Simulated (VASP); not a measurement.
Input of a VASP 6.6.1 run:

File POSCAR:

```
InP
1.0
    0.0000000000      2.9927703000      2.9927703000
    2.9927703000      0.0000000000      2.9927703000
    2.9927703000      2.9927703000      0.0000000000
In P
1 1
Direct
    0.0000000000      0.0000000000      0.0000000000
    0.2500000000      0.2500000000      0.2500000000
```

Contents of INCAR.step1:

```
PREC = Accurate
ENCUT = 520
ISMEAR = -1
SIGMA = 0.02
LREAL = False
LASPH = True
NELM = 80
GGA = PE
ALGO = Normal
EDIFF = 1E-4
LWAVE = True
LCHARG = False
```

The input INCAR.step2:

```
PREC = Accurate
ENCUT = 520
EDIFF = 1E-6
ISMEAR = -1
SIGMA = 0.02
LREAL = False
LASPH = True
NELM = 80
ALGO = Normal
ISIF = 2
LWAVE = False
LCHARG = False
METAGGA = R2SCAN
LMIXTAU = True
IBRION = 2
NSW = 50
EDIFFG = -0.01
ISTART = 1
```

The input KPOINTS:

```
regular mesh
0
Gamma
  8 8 8
```

Potentials or basis: VASP PAW PBE potentials, release 64 (In_d, P).

Run with:

```console
$ cat potpaw_PBE.64/In_d/POTCAR potpaw_PBE.64/P/POTCAR > POTCAR
$ cp INCAR.step1 INCAR
$ mpirun -np 1 vasp_std > vasp.out
$ cp INCAR.step2 INCAR
$ mpirun -np 1 vasp_std > vasp.out
```

Problem. Predict the band gap on the k mesh.

Solution. 0.80 eV.

Final structure:
```
In P
1.0
     0.00000    2.99277    2.99277
     2.99277    0.00000    2.99277
     2.99277    2.99277    0.00000
In P
1 1
Direct
  0.00000 0.00000 0.00000
  0.25000 0.25000 0.25000
```

Caveat: the relaxation stopped at its first step, so nothing moved; semilocal functionals underestimate gaps, and a narrow one can read as zero; spin-orbit coupling is left out, which moves the levels of the heavy elements. r2SCAN opens gaps a little over a GGA but as a rule still falls short of measured ones.
